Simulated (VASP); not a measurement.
Crystal: Pd.

```
CELL_PARAMETERS angstrom
0.00000 1.95939 1.95939
1.95939 0.00000 1.95939
1.95939 1.95939 0.00000
ATOMIC_POSITIONS crystal
Pd 0.00000 0.00000 0.00000
```

Base run:

* Program: VASP 6.6.1
* Functional: r2SCAN
* Dispersion: D4
* Potentials or basis: VASP PAW PBE potentials, release 64 (Pd)
* Cutoff: 520 eV
* k mesh: 12 × 12 × 12
* Occupations: fermi-dirac, width 0.05 eV
* Spin: no spin polarisation

Its results: band gap on the k mesh zero (band 5 reaches 9.57 eV, above the bottom of band 6 at 7.94 eV); pressure -2.6 GPa.

The run is repeated on the same cell with these changes: functional from r2SCAN to revPBE; dispersion from D4 to none. What comes out?

Band gap on the k mesh zero (band 5 reaches 9.79 eV, above the bottom of band 6 at 8.27 eV); pressure 6.1 GPa.

Several settings changed at once, so the effect can't be laid on one alone.

Caveats: the PAW data sets were made with another functional, which shifts forces and pressure a little; pairwise dispersion overbinds metals, which lowers pressure and volume (some runs).
